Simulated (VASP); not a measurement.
Here is a VASP 6.6.1 calculation.

File INCAR:

```
ALGO = Normal ; EDIFF = 1E-6
ENCUT = 500 ; GGA = PE
GGA_COMPAT = F ; ISIF = 2
ISMEAR = 0 ; LASPH = T
LCHARG = F ; LREAL = F
LWAVE = F ; NBANDS = 16
NELM = 120 ; PREC = Accurate
SIGMA = 0.01
```

File KPOINTS:

```
k-points
0
Gamma
  6 6 6
```

POSCAR

```
CdSe
1.0
    0.0000000000      3.0804703075      3.0804703075
    3.0804703075      0.0000000000      3.0804703075
    3.0804703075      3.0804703075      0.0000000000
Cd Se
1 1
Direct
    0.0000000000      0.0000000000      0.0000000000
    0.7500000000      0.7500000000      0.7500000000
```

Potentials or basis: VASP PAW PBE potentials, release 64 (Cd, Se).

The run is started by

```console
$ cat potpaw_PBE.64/Cd/POTCAR potpaw_PBE.64/Se/POTCAR > POTCAR
$ mpirun -np 1 vasp_std > vasp.out
```

(1) What does it give for the band gap on the k mesh?

(2) Estimate the pressure.

Answers

(1) 0.53 eV, direct.

(2) 1.1 GPa.
